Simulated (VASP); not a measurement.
# CuAu (P4/mmm) in VASP: single point with PBE+U

Aim: the single point of CuAu with PBE+U.

Everything below comes from runs of VASP 6.6.1. Logs are shortened: lines on timing, memory, paths and dates and some standing lists are left out, and cuts for length are marked.

## Step 1: The cell of the first run

The structure is tetragonal, space group P4/mmm (No. 123). Conventional cell: a = 2.800 Å, b = 2.800 Å, c = 3.670 Å, α = 90.00°, β = 90.00°, γ = 90.00°. Within 3.7 Å of Cu (site symmetry 4/mmm) lie 8 Au at 2.70 Å and 6 Cu at 2.80 to 3.67 Å. Within 3.7 Å of Au (site symmetry 4/mmm) lie 8 Cu at 2.70 Å and 6 Au at 2.80 to 3.67 Å.

## Step 2: Single point, PBE+U, collinear spin

File INCAR:

```
SYSTEM = CuAu
ALGO = Normal ; EDIFF = 1E-6
ENCUT = 820 ; GGA = PE
GGA_COMPAT = .False. ; ISIF = 2
ISMEAR = 0 ; ISPIN = 2
LASPH = .True. ; LCHARG = .False.
LDAU = .True. ; LDAUJ = 0.69 0
LDAUL = 2 -1 ; LDAUPRINT = 1
LDAUTYPE = 1 ; LDAUU = 4.3 0
LMAXMIX = 4 ; LORBIT = 11
LREAL = .False. ; LWAVE = .False.
MAGMOM = -5 0 ; NBANDS = 30
NELM = 200 ; PREC = Accurate
SIGMA = 0.06802846561497
```

File KPOINTS:

```
k-points
0
Gamma
  3 3 2
  0 0 0
```

File POSCAR:

```
CuAu
1.0
    2.8000000000      0.0000000000      0.0000000000
    0.0000000000      2.8000000000      0.0000000000
    0.0000000000      0.0000000000      3.6700000000
Cu Au
1 1
Direct
    0.5000000000      0.5000000000      0.5000000000
    0.0000000000      0.0000000000      0.0000000000
```

Potentials or basis: VASP PAW PBE potentials, release 64 (Cu_sv_GW, Au_sv_GW).

Command:

```console
$ cat potpaw_PBE.64/Cu_sv_GW/POTCAR potpaw_PBE.64/Au_sv_GW/POTCAR > POTCAR
$ mpirun -np 1 vasp_std > vasp.out
```

OUTCAR:

```text
SYSTEM = CuAu
   EDIFF = 1E-6
   ENCUT = 820
   GGA = PE
   ISIF = 2
   ISMEAR = 0
   ISPIN = 2
   LASPH = .True.
   LORBIT = 11
   LREAL = .False.
   NELM = 200
   PREC = Accurate

 ion  position               nearest neighbor table
   1  0.500  0.500  0.500-   2 2.70   2 2.70   2 2.70   2 2.70   2 2.70   2 2.70   2 2.70   2 2.70

   2  0.000  0.000  0.000-   1 2.70   1 2.70   1 2.70   1 2.70   1 2.70   1 2.70   1 2.70   1 2.70

  LATTYP: Found a simple tetragonal cell.
 ALAT       =     2.8000000000
 C/A-ratio  =     1.3107142857

  Lattice vectors:

 A1 = (   2.8000000000,   0.0000000000,   0.0000000000)
 A2 = (   0.0000000000,   2.8000000000,   0.0000000000)
 A3 = (   0.0000000000,   0.0000000000,   3.6700000000)

Analysis of symmetry for initial positions (statically):
=====================================================================
 Subroutine PRICEL returns:
 Original cell was already a primitive cell.

 Routine SETGRP: Setting up the symmetry group for a
 simple tetragonal supercell.

 Subroutine GETGRP returns: Found 16 space group operations
 (whereof 16 operations were pure point group operations)
 out of a pool of 16 trial point group operations.

The static configuration has the point symmetry D_4h.

Analysis of symmetry for dynamics (positions and initial velocities):
=====================================================================
 Subroutine PRICEL returns:
 Original cell was already a primitive cell.

 Routine SETGRP: Setting up the symmetry group for a
 simple tetragonal supercell.

 Subroutine GETGRP returns: Found 16 space group operations
 (whereof 16 operations were pure point group operations)
 out of a pool of 16 trial point group operations.

The dynamic configuration has the point symmetry D_4h.

Analysis of structural, dynamic, and magnetic symmetry:
=====================================================================
 Subroutine PRICEL returns:
 Original cell was already a primitive cell.

 Routine SETGRP: Setting up the symmetry group for a
 simple tetragonal supercell.

 Subroutine GETGRP returns: Found 16 space group operations
 (whereof 16 operations were pure point group operations)
 out of a pool of 16 trial point group operations.

The overall configuration has the point symmetry D_4h.

 Subroutine INISYM returns: Found 16 space group operations
 (whereof 16 operations are pure point group operations),
 and found     1 'primitive' translations

----------------------------------------------------------------------------------------

                                     Primitive cell

  volume of cell :      28.7728

  direct lattice vectors                    reciprocal lattice vectors
     2.800000000  0.000000000  0.000000000     0.357142857  0.000000000  0.000000000
     0.000000000  2.800000000  0.000000000     0.000000000  0.357142857  0.000000000
     0.000000000  0.000000000  3.670000000     0.000000000  0.000000000  0.272479564

  length of vectors
     2.800000000  2.800000000  3.670000000     0.357142857  0.357142857  0.272479564

  position of ions in fractional coordinates (direct lattice)
     0.500000000  0.500000000  0.500000000
     0.000000000  0.000000000  0.000000000

  ion indices of the primitive-cell ions
   primitive index   ion index
                 1           1
                 2           2

----------------------------------------------------------------------------------------

 KPOINTS: k-points

Automatic generation of k-mesh.
 Grid dimensions read from file:
 generate k-points for:    3    3    2
[... 57 lines left out ...]
   NUPDOWN=      -1.0000    fix difference up-down
   EMIN   =  10.00;   EMAX   =-10.00  energy-range for DOS
   EFERMI =   0.00;   METHOD = LEGACY
   ISMEAR =     0;   SIGMA  =   0.07  broadening in eV -4-tet -1-fermi 0-gaus
   EFERMI_NEDOS =   21; number of points for ismear=-14 and -15
   IALGO  =     38    algorithm
   IMIX   =      4    mixing-type and parameters
     AMIX     =   0.40;   BMIX     =  1.00
     AMIX_MAG =   1.60;   BMIX_MAG =  1.00
  volume/ion in A,a.u.               =      14.39        97.08
  Fermi-wavevector in a.u.,A,eV,Ry     =   1.796147  3.394227 43.894377  3.226146
  Thomas-Fermi vector in A             =   2.857754
   LORBIT       =     11    0 simple, 1 ext, 2 COOP (PROOUT), +10 PAW based schemes
 LDA+U is selected, type is set to LDAUTYPE =  1
   angular momentum for each species LDAUL =     2   -1
   U (eV)           for each species LDAUU =   4.3  0.0
   J (eV)           for each species LDAUJ =   0.7  0.0
   GGA     = PE    functional components
   LHFCALC =     F    Hartree Fock is set to
   AEXX    =    0.0000 exact exchange contribution
   IVDW    =     0    specifies the selected vdW correction
   LEPSILON=     F    determine dielectric tensor
   LRPA    =     F    only Hartree local field effects (RPA)
 spin polarized calculation
 Gauss-broadening in eV      SIGMA  =   0.07
  energy-cutoff  :      820.00
  volume of cell :       28.77
 maximum number of plane-waves:      1561
 NGX is ok and might be reduce to    28
   NGX = 13   NGY = 13   NGZ = 17

 number of electron      37.9999993 magnetization       0.3021650

atom =   1  type =  1  l = 2

 onsite density matrix

spin component  1

  0.9083 -0.0000  0.0000 -0.0000 -0.0000
 -0.0000  0.8950 -0.0000  0.0000  0.0000
  0.0000 -0.0000  0.9116 -0.0000  0.0000
 -0.0000  0.0000 -0.0000  0.8950 -0.0000
 -0.0000  0.0000  0.0000 -0.0000  0.9087

spin component  2

  0.9072  0.0000  0.0000 -0.0000  0.0000
  0.0000  0.8945 -0.0000  0.0000 -0.0000
  0.0000 -0.0000  0.9288  0.0000  0.0000
 -0.0000  0.0000  0.0000  0.8945  0.0000
  0.0000 -0.0000  0.0000  0.0000  0.9139

 occupancies and eigenvectors

  o =  0.8945  v =  0.0000  0.0000  0.0000  0.0000  0.0000  0.0000 -1.0000 -0.0000  0.0083 -0.0000      0.0000  0.0000  0.0000  0.0000  0.0000  0.0000  0.0000  0.0000  0.0000  0.0000
  o =  0.8945  v =  0.0000  0.0000  0.0000  0.0000  0.0000  0.0000  0.0083 -0.0000  1.0000 -0.0000      0.0000  0.0000  0.0000  0.0000  0.0000  0.0000  0.0000  0.0000  0.0000  0.0000
  o =  0.8950  v =  0.0000 -0.9860 -0.0000 -0.1666 -0.0000  0.0000  0.0000  0.0000  0.0000  0.0000      0.0000  0.0000  0.0000  0.0000  0.0000  0.0000  0.0000  0.0000  0.0000  0.0000
  o =  0.8950  v =  0.0000 -0.1666  0.0000  0.9860  0.0000  0.0000  0.0000  0.0000  0.0000  0.0000      0.0000  0.0000  0.0000  0.0000  0.0000  0.0000  0.0000  0.0000  0.0000  0.0000
  o =  0.9072  v =  0.0000  0.0000  0.0000  0.0000  0.0000  1.0000  0.0000  0.0000  0.0000  0.0000      0.0000  0.0000  0.0000  0.0000  0.0000  0.0000  0.0000  0.0000  0.0000  0.0000
  o =  0.9083  v =  1.0000  0.0000  0.0000  0.0000  0.0000  0.0000  0.0000  0.0000  0.0000  0.0000      0.0000  0.0000  0.0000  0.0000  0.0000  0.0000  0.0000  0.0000  0.0000  0.0000
  o =  0.9087  v =  0.0000  0.0000  0.0000  0.0000 -1.0000  0.0000  0.0000  0.0000  0.0000  0.0000      0.0000  0.0000  0.0000  0.0000  0.0000  0.0000  0.0000  0.0000  0.0000  0.0000
  o =  0.9116  v =  0.0000  0.0000 -1.0000  0.0000 -0.0000  0.0000  0.0000  0.0000  0.0000  0.0000      0.0000  0.0000  0.0000  0.0000  0.0000  0.0000  0.0000  0.0000  0.0000  0.0000
  o =  0.9139  v =  0.0000  0.0000  0.0000  0.0000  0.0000  0.0000 -0.0000 -0.0000  0.0000  1.0000      0.0000  0.0000  0.0000  0.0000  0.0000  0.0000  0.0000  0.0000  0.0000  0.0000
  o =  0.9288  v =  0.0000  0.0000  0.0000  0.0000  0.0000  0.0000  0.0000 -1.0000 -0.0000 -0.0000      0.0000  0.0000  0.0000  0.0000  0.0000  0.0000  0.0000  0.0000  0.0000  0.0000

 number of electron      37.9999993 magnetization      -0.0937116

 Free energy of the ion-electron system (eV)
  ---------------------------------------------------
  ext. energy  EPLUGINS =         0.00000000
  ---------------------------------------------------
  free energy    TOTEN  =        -5.27593403 eV

  energy without entropy =       -5.27077001  energy(sigma->0) =       -5.27335202

 E-fermi :   6.9745     XC(G=0): -13.3057

 val. band max:        6.9696291654   @ k =   0.3333   0.0000   0.5000
 cond. band min:       8.9808257012   @ k =   0.3333   0.3333   0.5000
 fundamental gap:      2.0111965358
 Fermi energy:         6.9744586606

 spin component 1

 k-point     1 :       0.0000    0.0000    0.0000
  band No.  band energies     occupation
      1    -103.0736      1.00000
      2     -97.5651      1.00000
      3     -60.4973      1.00000
      4     -60.4757      1.00000
      5     -60.4757      1.00000
      6     -48.8393      1.00000
[... 187 lines left out ...]
     29      33.0106      0.00000
     30      35.3064      0.00000
 Fermi energy:         6.9744586606

 spin component 2

 k-point     1 :       0.0000    0.0000    0.0000
  band No.  band energies     occupation
      1    -103.1000      1.00000
      2     -97.5758      1.00000
      3     -60.5280      1.00000
      4     -60.4996      1.00000
      5     -60.4996      1.00000
      6     -48.8573      1.00000
[... 187 lines left out ...]
     29      32.9730      0.00000
     30      35.2867      0.00000

------------------------ aborting loop because EDIFF is reached ----------------------------------------

  FORCE on cell =-STRESS in cart. coord.  units (eV):
  Direction    XX          YY          ZZ          XY          YZ          ZX
  --------------------------------------------------------------------------------------
  -------------------------------------------------------------------------------------
  Total        0.5547397      0.5547397      0.9748345      0.0000000     -0.0000000      0.0000000
  in kB       30.8899833     30.8899833     54.2824372      0.0000000     -0.0000000      0.0000000
  external PRESSURE =      38.6874679 kB  Pullay stress =       0.0000000 kB

 VOLUME and BASIS-vectors are now :
 -----------------------------------------------------------------------------
  energy-cutoff  :      820.00
  volume of cell :       28.77
      direct lattice vectors                 reciprocal lattice vectors
     2.800000000  0.000000000  0.000000000     0.357142857  0.000000000  0.000000000
     0.000000000  2.800000000  0.000000000     0.000000000  0.357142857  0.000000000
     0.000000000  0.000000000  3.670000000     0.000000000  0.000000000  0.272479564

 POSITION                                       TOTAL-FORCE (eV/Angst)
 -----------------------------------------------------------------------------------
      1.40000      1.40000      1.83500         0.000000      0.000000      0.000000
      0.00000      0.00000      0.00000         0.000000      0.000000      0.000000
 -----------------------------------------------------------------------------------
    total drift:                                0.000000      0.000000      0.000000

  FREE ENERGIE OF THE ION-ELECTRON SYSTEM (eV)
  ---------------------------------------------------
  free  energy   TOTEN  =        -5.2759340284 eV

  energy  without entropy=       -5.2707700139  energy(sigma->0) =       -5.27335202

 total charge

# of ion       s       p       d       f       tot
--------------------------------------------------
    1        2.231   6.302   9.030   0.004  17.567
    2        2.340   6.391   8.435   0.012  17.179
--------------------------------------------------
tot          4.572  12.693  17.465   0.016  34.746

 magnetization (x)

# of ion       s       p       d       f       tot
--------------------------------------------------
    1       -0.005  -0.011  -0.020  -0.000  -0.036
    2        0.000  -0.010  -0.016  -0.000  -0.027
--------------------------------------------------
tot         -0.005  -0.021  -0.037  -0.000  -0.062
```

Run time: 34 s. Hardware: 1 thread of Intel Xeon Platinum 8375C at 2.90GHz (Ice Lake), shared host; peak memory 0.2 GiB.

What came out:

```yaml
Free_energy: -5.2759 eV
Pressure: 3.9 GPa
Net_moment: -0.09 μB per cell
Site_moments: Cu -0.04; Au -0.03 μB
Valence_electrons_inside_the_program's_atomic_spheres: Cu 17.57; Au 17.18
```

Stress tensor (GPa, compression positive):
```
3.09 0.00 0.00
0.00 3.09 0.00
0.00 0.00 5.43
```

Eigenvalues of the final occupation matrices:
```
    site  spin  trace               eigenvalues
site 1 d     1   4.52  0.90 0.90 0.91 0.91 0.91
site 1 d     2   4.54  0.89 0.89 0.91 0.91 0.93
```

Caveat: the k points lie up to 0.86 Å⁻¹ apart, too coarse for converged energies, forces and pressures; a moment this small can come from the mesh or the smearing; spin-orbit coupling is left out, which moves the levels of the heavy elements; the U is typed as a test and isn't derived for this compound.
